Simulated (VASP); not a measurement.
TiAl: single point with r2SCAN

Crystal: TiAl.

```
Ti Al
1.0
     2.90499    0.00000    0.00000
    -1.45250    2.51580    0.00000
     0.00000    0.00000    4.73964
Ti Al
1 1
Direct
  0.00000 0.00000 0.00000
  0.33333 0.66667 0.50000
```

- Program: VASP 6.6.1
- Task: single point
- Functional: r2SCAN
- Potentials or basis: VASP PAW PBE potentials, release 64 (Ti_sv, Al)
- Cutoff: 520 eV
- k mesh: 12 × 12 × 6
- Occupations: fermi-dirac, width 0.15 eV
- Spin: no spin polarisation

```yaml
Pressure: -4.8 GPa
```

Stress tensor (GPa, compression positive):
```
-3.73  0.00  0.00
 0.00 -3.73  0.00
 0.00  0.00 -6.88
```

Levels at points of the mesh, in eV from the Fermi level:
| k point | band 6 | band 7 | band 8 | band 9 | band 10 | band 11 |
| --- | --- | --- | --- | --- | --- | --- |
| (0.00, 0.00, 0.00) | -2.43 | -2.11 | 1.35 | 1.35 | 2.90 | 2.90 |
| (0.50, 0.00, 0.00) | -3.03 | -1.49 | -0.98 | 2.24 | 3.97 | 4.03 |
| (0.00, 0.00, 0.50) | -5.58 | -0.44 | 1.36 | 1.36 | 2.82 | 2.82 |
| (0.50, 0.00, 0.50) | -2.58 | -1.87 | 0.30 | 1.00 | 2.04 | 3.06 |

Wall time 2.1 min on 1 thread of Intel(R) Xeon(R) Platinum 8124M CPU @ 3.00GHz (Skylake/Cascade Lake), on a shared host, peak memory 0.19 GiB.

Caveat: the PAW data sets were made with another functional, which shifts forces and pressure a little.
